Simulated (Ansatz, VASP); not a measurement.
**Lu: VASP beside Ansatz**

The input INCAR:

```
  PREC = Accurate
  ENCUT = 520
  EDIFF = 1E-6
  ISMEAR = -1
  SIGMA = 0.1
  LREAL = F
  LASPH = T
  NELM = 60
  ALGO = Normal
  ISIF = 2
  LWAVE = F
  LCHARG = F
  GGA = PS
  NBANDS = 18
```

File KPOINTS:

```
regular mesh
0
Gamma
  13 13 13
```

POSCAR

```
Lu
1.0
    0.0000000000      2.3564627348      2.3564627348
    2.3564627348      0.0000000000      2.3564627348
    2.3564627348      2.3564627348      0.0000000000
Lu
1
Direct
    0.0000000000      0.0000000000      0.0000000000
```

Input for Ansatz:

```yaml
crystal:
  lattice:
    - [0.0, 2.3564627348, 2.3564627348]
    - [2.3564627348, 0.0, 2.3564627348]
    - [2.3564627348, 2.3564627348, 0.0]
  atoms:
    - { symbol: Lu, position: [0.0, 0.0, 0.0] }
hamiltonian:
  xc: pbesol
  pseudopotentials:
    kind: paw
    azcp:
      Lu: "pseudopotentials/Lu.paw.azcp"
basis:
  ecutwfc: 420
  fft_grid_basis: typed
kpoints:
  mp_grid: { grid: [13, 13, 13], shift: [0, 0, 0] }
magnetization:
  spin_polarized: false
scf:
  occupations: { method: fermi_dirac, width: 0.1 }
  lower_state_search: "off"
output:
  stress: true
```

Alike in both runs: task single point; functional PBEsol; k mesh 13 × 13 × 13; occupations fermi-dirac, width 0.1 eV; no spin polarisation.

```csv
,VASP,Ansatz
version,VASP 6.6.1,Ansatz 0.2.0
potentials or method,"VASP PAW PBE potentials, release 64 (Lu), cutoff 520 eV","plane waves (420 eV) with PAW, scalar-relativistic"
valence electrons in the cell,25,25
```

Ansatz gave:

- pressure (GPa): 2.0

**Question.** Estimate VASP's values.

**Answer.** Pressure (GPa): 2.2.

VASP's potentials were made for PBE, not for PBEsol, and Ansatz warns of the same on its side. The functional is the same, so the differences come from potentials, cutoffs and numerics.

Spin-orbit coupling is off throughout.
